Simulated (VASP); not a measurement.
# TiAl3 (Pmm2) in VASP: a series of runs

Aim: see how the results for TiAl3 move with the level of theory and the settings. Levels: PBE, LDA. Tasks: single point.

Everything below comes from runs of VASP 6.6.1. Logs are shortened: lines on timing, memory, paths and dates and some standing lists are left out, and cuts for length are marked.

## (1) The cell of the first run

Symmetry: Pmm2, No. 25, orthorhombic system. The conventional cell has a = 2.840 Å, b = 4.681 Å, c = 4.901 Å, α = 90.00°, β = 90.00°, γ = 90.00°. Ti (site symmetry mm2) has 10 Al at 2.83 to 2.85 Å and 2 Ti at 2.84 Å within 3.7 Å. Al (site symmetry mm2) has 4 Ti at 2.83 to 2.84 Å and 8 Al at 2.84 to 2.86 Å within 3.7 Å. Within 3.7 Å of Al (site symmetry mm2) lie 8 Al at 2.81 to 2.86 Å and 4 Ti at 2.85 Å. Al (site symmetry mm2) has 10 Al at 2.81 to 2.86 Å and 2 Ti at 2.85 Å within 3.7 Å.

## (2) Single point, PBE

INCAR

```
  PREC = Accurate
  ENCUT = 520
  EDIFF = 1E-6
  ISMEAR = 0
  SIGMA = 0.1
  LREAL = F
  LASPH = T
  NELM = 80
  ALGO = Fast
  ISIF = 2
  LWAVE = F
  LCHARG = T
  GGA = PE
  LELF = T
  LVHAR = T
  NBANDS = 18
```

KPOINTS

```
regular mesh
0
Gamma
  14 10 10
```

POSCAR

```
TiAl3
1.0
    2.8396770000      0.0000000000      0.0000000000
    0.0000000000      4.6812640000      0.0000000000
    0.0000000000      0.0000000000      4.9007420000
Ti Al
1 3
Direct
    0.0000000000      0.5000000000      0.1659160000
    0.5000000000      0.5000000000      0.6672710000
    0.5000000000      0.0000000000      0.3309120000
    0.0000000000      0.0000000000      0.8359000000
```

Potentials or basis: VASP PAW PBE potentials, release 64 (Ti_sv, Al).

Started as:

```bash
$ cat potpaw_PBE.64/Ti_sv/POTCAR potpaw_PBE.64/Al/POTCAR > POTCAR
$ mpirun -np 1 vasp_std > vasp.out
```

OUTCAR:

```text
PREC = Accurate
   ENCUT = 520
   EDIFF = 1E-6
   ISMEAR = 0
   LREAL = F
   LASPH = T
   NELM = 80
   ISIF = 2
   GGA = PE

 ion  position               nearest neighbor table
   1  0.000  0.500  0.166-   2 2.83   2 2.83   2 2.84   2 2.84   4 2.85   4 2.85   3 2.85   3 2.85
                             3 2.85   3 2.85
   2  0.500  0.500  0.667-   1 2.83   1 2.83   1 2.84   1 2.84   4 2.86   4 2.86   4 2.86   4 2.86
                             3 2.86   3 2.86
   3  0.500  0.000  0.331-   4 2.81   4 2.81   4 2.85   4 2.85   1 2.85   1 2.85   1 2.85   1 2.85
                             2 2.86   2 2.86
   4  0.000  0.000  0.836-   3 2.81   3 2.81   1 2.85   1 2.85   3 2.85   3 2.85   2 2.86   2 2.86
                             2 2.86   2 2.86

  LATTYP: Found a simple orthorhombic cell.
 ALAT       =     2.8396770000
 B/A-ratio  =     1.6485198845
 C/A-ratio  =     1.7258096607

  Lattice vectors:

 A1 = (   2.8396770000,   0.0000000000,   0.0000000000)
 A2 = (   0.0000000000,   4.6812640000,   0.0000000000)
 A3 = (   0.0000000000,   0.0000000000,   4.9007420000)

Analysis of symmetry for initial positions (statically):
=====================================================================
 Subroutine PRICEL returns:
 Original cell was already a primitive cell.

 Routine SETGRP: Setting up the symmetry group for a
 simple orthorhombic supercell.

 Subroutine GETGRP returns: Found  4 space group operations
 (whereof  4 operations were pure point group operations)
 out of a pool of  8 trial point group operations.

The static configuration has the point symmetry C_2v.

Analysis of symmetry for dynamics (positions and initial velocities):
=====================================================================
 Subroutine PRICEL returns:
 Original cell was already a primitive cell.

 Routine SETGRP: Setting up the symmetry group for a
 simple orthorhombic supercell.

 Subroutine GETGRP returns: Found  4 space group operations
 (whereof  4 operations were pure point group operations)
 out of a pool of  8 trial point group operations.

The dynamic configuration has the point symmetry C_2v.

 Subroutine INISYM returns: Found  4 space group operations
 (whereof  4 operations are pure point group operations),
 and found     1 'primitive' translations

----------------------------------------------------------------------------------------

                                     Primitive cell

  volume of cell :      65.1469

  direct lattice vectors                    reciprocal lattice vectors
     2.839677000  0.000000000  0.000000000     0.352152727  0.000000000  0.000000000
     0.000000000  4.681264000  0.000000000     0.000000000  0.213617519  0.000000000
     0.000000000  0.000000000  4.900742000     0.000000000  0.000000000  0.204050734

  length of vectors
     2.839677000  4.681264000  4.900742000     0.352152727  0.213617519  0.204050734

  position of ions in fractional coordinates (direct lattice)
     0.000000000  0.500000000  0.165916000
     0.500000000  0.500000000  0.667271000
     0.500000000  0.000000000  0.330912000
     0.000000000  0.000000000  0.835900000

  ion indices of the primitive-cell ions
   primitive index   ion index
                 1           1
                 2           2
                 3           3
                 4           4

----------------------------------------------------------------------------------------

 KPOINTS: regular mesh

Automatic generation of k-mesh.
 Grid dimensions read from file:
 generate k-points for:   14   10   10

 Generating k-lattice:

  Cartesian coordinates                     Fractional coordinates (reciprocal lattice)
     0.025153766  0.000000000  0.000000000     0.071428571  0.000000000  0.000000000
     0.000000000  0.021361752  0.000000000     0.000000000  0.100000000  0.000000000
     0.000000000  0.000000000  0.020405073     0.000000000  0.000000000  0.100000000

  Length of vectors
     0.025153766  0.021361752  0.020405073

  Shift w.r.t. Gamma in fractional coordinates (k-lattice)
     0.000000000  0.000000000  0.000000000

 Subroutine IBZKPT returns following result:
 ===========================================

 Found    288 irreducible k-points:

 Following reciprocal coordinates:
            Coordinates               Weight
  0.000000  0.000000  0.000000      1.000000
  0.071429  0.000000  0.000000      2.000000
  0.142857  0.000000  0.000000      2.000000
  0.214286  0.000000  0.000000      2.000000
  0.285714  0.000000  0.000000      2.000000
  0.357143  0.000000  0.000000      2.000000
[... 16 lines left out ...]
  0.428571  0.200000  0.000000      4.000000
  0.500000  0.200000  0.000000      2.000000
 [... further k-points ...]
   k-points           NKPTS =    288   k-points in BZ     NKDIM =    288   number of bands    NBANDS=     18
   number of dos      NEDOS =    301   number of ions     NIONS =      4
   total plane-waves  NPLWV =  31104
   dimension x,y,z NGX =    24 NGY =   36 NGZ =   36
   dimension x,y,z NGXF=    48 NGYF=   72 NGZF=   72
   ions per type =               1   3
   NGX,Y,Z   is equivalent  to a cutoff of  14.05, 12.78, 12.21 a.u.
   NGXF,Y,Z  is equivalent  to a cutoff of  28.10, 25.57, 24.42 a.u.
 SYSTEM =  unknown system
   PREC   = accura    normal or accurate (medium, high low for compatibility)
   ISTART =      0    job   : 0-new  1-cont  2-samecut
   ICHARG =      2    charge: 1-file 2-atom 10-const
   ISPIN  =      1    spin polarized calculation?
   LNONCOLLINEAR =      F non collinear calculations
   LSORBIT =      F    spin-orbit coupling
   LASPH  =      T    aspherical Exc in radial PAW
   ENCUT  =  520.0 eV  38.22 Ry    6.18 a.u.   5.28  8.70  9.11*2*pi/ulx,y,z
   NELM   =     80;   NELMIN=  2; NELMDL= -5     # of ELM steps
   EDIFF  = 0.1E-05   stopping-criterion for ELM
   LREAL  =      F    real-space projection
[... 7 lines left out ...]
   TEBEG  =    0.0;   TEEND  =   0.0 temperature during run
   PSTRESS=    0.0 pullay stress
   NELECT =      21.0000    total number of electrons
   NUPDOWN=      -1.0000    fix difference up-down
   EMIN   =  10.00;   EMAX   =-10.00  energy-range for DOS
   EFERMI =   0.00;   METHOD = LEGACY
   ISMEAR =     0;   SIGMA  =   0.10  broadening in eV -4-tet -1-fermi 0-gaus
   EFERMI_NEDOS =   21; number of points for ismear=-14 and -15
   IALGO  =     68    algorithm
   IMIX   =      4    mixing-type and parameters
     AMIX     =   0.40;   BMIX     =  1.00
     AMIX_MAG =   1.60;   BMIX_MAG =  1.00
  volume/ion in A,a.u.               =      16.29       109.91
  Fermi-wavevector in a.u.,A,eV,Ry     =   1.122492  2.121202 17.143184  1.259988
  Thomas-Fermi vector in A             =   2.259152
   LORBIT       =      0    0 simple, 1 ext, 2 COOP (PROOUT), +10 PAW based schemes
   GGA     = PE    functional components
   LHFCALC =     F    Hartree Fock is set to
   AEXX    =    0.0000 exact exchange contribution
   IVDW    =     0    specifies the selected vdW correction
   LEPSILON=     F    determine dielectric tensor
   LRPA    =     F    only Hartree local field effects (RPA)
 non-spin polarized calculation
 RMM-DIIS sequential band-by-band and
 Gauss-broadening in eV      SIGMA  =   0.10
  energy-cutoff  :      520.00
  volume of cell :       65.15
 maximum number of plane-waves:      1776
 NGX is ok and might be reduce to    24
   NGX = 11   NGY = 17   NGZ = 19

 number of electron      21.0000004 magnetization

 Free energy of the ion-electron system (eV)
  ---------------------------------------------------
  ext. energy  EPLUGINS =         0.00000000
  ---------------------------------------------------
  free energy    TOTEN  =       -20.04016702 eV

  energy without entropy =      -20.02612944  energy(sigma->0) =      -20.03314823

 E-fermi :   8.0524     XC(G=0): -10.6317

 val. band max:        8.0484155523   @ k =   0.2857   0.0000   0.0000
 cond. band min:       8.0556085766   @ k =   0.2143   0.1000   0.4000
 fundamental gap:      0.0071930243
 Fermi energy:         8.0523945143

 k-point     1 :       0.0000    0.0000    0.0000
  band No.  band energies     occupation
      1     -48.4669      2.00000
      2     -24.7959      2.00000
      3     -24.7862      2.00000
      4     -24.4275      2.00000
      5      -2.0705      2.00000
      6       2.9882      2.00000
[... 10 lines left out ...]
     17      14.1072      0.00000
     18      14.8739      0.00000

 k-point     2 :       0.0714    0.0000    0.0000
  band No.  band energies     occupation
      1     -48.4643      2.00000
      2     -24.7933      2.00000
      3     -24.7836      2.00000
      4     -24.4497      2.00000
      5      -1.9751      2.00000
      6       3.0741      2.00000
[... 10 lines left out ...]
     17      13.5699      0.00000
     18      14.3802      0.00000

 k-point     3 :       0.1429    0.0000    0.0000
  band No.  band energies     occupation
      1     -48.4570      2.00000
      2     -24.7861      2.00000
      3     -24.7763      2.00000
      4     -24.5117      2.00000
      5      -1.6900      2.00000
      6       3.3301      2.00000
[... 10 lines left out ...]
     17      12.2945      0.00000
     18      14.0600      0.00000

 k-point     4 :       0.2143    0.0000    0.0000
  band No.  band energies     occupation
      1     -48.4463      2.00000
      2     -24.7757      2.00000
      3     -24.7657      2.00000
      4     -24.6003      2.00000
      5      -1.2184      2.00000
      6       3.7504      2.00000
[... 375 lines left out ...]
      4     -24.7431      2.00000
      5       0.5049      2.00000
      6       4.1312      2.00000
[... 10 lines left out ...]
     17      11.9018      0.00000
     18      12.5110      0.00000

 k-point    23 :       0.4286    0.2000    0.0000
  band No.  band energies     occupation
      1     -48.4164      2.00000
      2     -24.8438      2.00000
      3     -24.7471      2.00000
      4     -24.7357      2.00000
      5       1.4899      2.00000
      6       3.8988      2.00000
[... 10 lines left out ...]
     17      11.9957      0.00000
     18      12.1077      0.00000

 k-point    24 :       0.5000    0.2000    0.0000
  band No.  band energies     occupation
      1     -48.4137      2.00000
      2     -24.8649      2.00000
      3     -24.7445      2.00000
      4     -24.7330      2.00000
      5       2.5480      2.00000
      6       2.7177      2.00000
[... 10 lines left out ...]
     17      12.0269      0.00000
     18      12.4151      0.00000

 [... further k-points ...]

------------------------ aborting loop because EDIFF is reached ----------------------------------------

  FORCE on cell =-STRESS in cart. coord.  units (eV):
  Direction    XX          YY          ZZ          XY          YZ          ZX
  --------------------------------------------------------------------------------------
  -------------------------------------------------------------------------------------
  Total       -0.5755408      0.2110037      0.2347715      0.0000000      0.0000000      0.0000000
  in kB      -14.1544435      5.1892753      5.7738035      0.0000000      0.0000000      0.0000000
  external PRESSURE =      -1.0637882 kB  Pullay stress =       0.0000000 kB

 VOLUME and BASIS-vectors are now :
 -----------------------------------------------------------------------------
  energy-cutoff  :      520.00
  volume of cell :       65.15
      direct lattice vectors                 reciprocal lattice vectors
     2.839677000  0.000000000  0.000000000     0.352152727  0.000000000  0.000000000
     0.000000000  4.681264000  0.000000000     0.000000000  0.213617519  0.000000000
     0.000000000  0.000000000  4.900742000     0.000000000  0.000000000  0.204050734

 POSITION                                       TOTAL-FORCE (eV/Angst)
 -----------------------------------------------------------------------------------
      0.00000      2.34063      0.81311         0.000000      0.000000     -0.045469
      1.41984      2.34063      3.27012         0.000000      0.000000     -0.001087
      1.41984      0.00000      1.62171         0.000000      0.000000      0.034342
      0.00000      0.00000      4.09653         0.000000      0.000000      0.012214
 -----------------------------------------------------------------------------------
    total drift:                                0.000000      0.000000      0.000345

  FREE ENERGIE OF THE ION-ELECTRON SYSTEM (eV)
  ---------------------------------------------------
  free  energy   TOTEN  =       -20.0401670175 eV

  energy  without entropy=      -20.0261294354  energy(sigma->0) =      -20.03314823
```

Wall time 5.6 min (1 thread of Intel Xeon Platinum 8488C (Sapphire Rapids), shared host); peak memory 0.42 GiB.

Results:

```yaml
Free_energy: -20.0402 eV
Pressure: -0.1 GPa
Largest_force: 0.045 eV/Å
Band_gap_on_the_k_mesh: zero (an odd number of electrons rules out a gap without spin polarisation)
```

Forces on the atoms (eV/Å):
```
Ti   0.000  0.000 -0.045
Al   0.000  0.000 -0.001
Al   0.000  0.000  0.034
Al   0.000  0.000  0.012
```

Stress tensor (GPa, compression positive):
```
-1.42  0.00  0.00
 0.00  0.52  0.00
 0.00  0.00  0.58
```

[end of part 1 of 2]
